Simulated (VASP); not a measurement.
## CoSi2: single point with PBE

Crystal: CoSi2.

```
Co Si
1.0
     2.59954    2.59954    0.00000
    -2.70004    2.70004    0.00000
     0.00000    0.00000    5.40008
Co Si
2 4
Direct
  0.00000 0.00000 0.00000
  0.50000 0.50000 0.50000
  0.00000 0.50000 0.75240
  0.50000 0.00000 0.74760
  0.50000 0.00000 0.25240
  0.00000 0.50000 0.24760
```

This cell differs from its parent crystal: uniaxial strain along a: -3.0 %.

```yaml
Program: VASP 6.6.1
Task: single point
Functional: PBE
Potentials_or_basis: VASP PAW PBE potentials, release 64 (Co, Si)
Cutoff: 520 eV
k_mesh: 10 × 10 × 8
Occupations: gaussian, width 0.1 eV
Spin: no spin polarisation
Dipole_correction: no
Further_INCAR_settings: ALGO = Normal; EDIFF = 1e-06; NBANDS = 26
```

```yaml
Pressure: 2.9 GPa
Largest_force: 0.215 eV/Å
Band_gap_on_the_k_mesh: zero (band 17 reaches 12.12 eV, above the bottom of band 18 at 8.91 eV)
```

Forces on the atoms (eV/Å):
```
Co   0.000  0.000  0.000
Co   0.000  0.000  0.000
Si   0.000  0.000  0.215
Si   0.000  0.000 -0.215
Si   0.000  0.000  0.215
Si   0.000  0.000 -0.215
```

Stress tensor (GPa, compression positive):
```
3.34 4.85 0.00
4.85 3.34 0.00
0.00 0.00 1.93
```

Levels at points of the mesh, in eV from the Fermi level:
| k point | band 14 | band 15 | band 16 | band 17 | band 18 | band 19 | band 20 | band 21 |
| --- | --- | --- | --- | --- | --- | --- | --- | --- |
| (0.00, 0.00, 0.00) | -1.89 | -1.33 | 0.83 | 1.68 | 3.07 | 3.21 | 3.22 | 3.40 |
| (0.50, 0.00, 0.00) | -1.50 | -1.19 | -1.19 | 0.24 | 0.24 | 2.40 | 2.40 | 3.97 |
| (0.00, 0.50, 0.00) | -1.55 | -1.11 | -1.11 | 0.48 | 0.48 | 2.91 | 2.91 | 4.34 |
| (0.50, 0.50, 0.00) | -1.96 | -1.87 | -1.87 | -1.35 | -1.35 | 1.59 | 1.59 | 2.91 |
| (0.00, 0.00, 0.50) | -0.40 | -0.39 | -0.39 | -0.16 | -0.16 | 1.50 | 1.50 | 3.33 |
| (0.50, 0.00, 0.50) | -1.59 | -0.62 | -0.62 | -0.50 | -0.50 | 2.55 | 2.55 | 3.29 |
| (0.00, 0.50, 0.50) | -1.65 | -0.60 | -0.60 | -0.15 | -0.15 | 2.98 | 2.98 | 3.49 |
| (0.50, 0.50, 0.50) | -1.92 | -1.43 | -1.43 | -0.72 | -0.72 | 3.60 | 3.60 | 3.63 |

It took 2.5 min on 1 thread of AMD EPYC 9R45 96-Core Processor (Zen 5), with other jobs on the host, peak memory 0.36 GiB.

Caveat: the cell differs from its parent crystal (uniaxial strain along a: -3.0 %). Spin polarisation is off, so any magnetic state and its effect on volume and gap are missing.
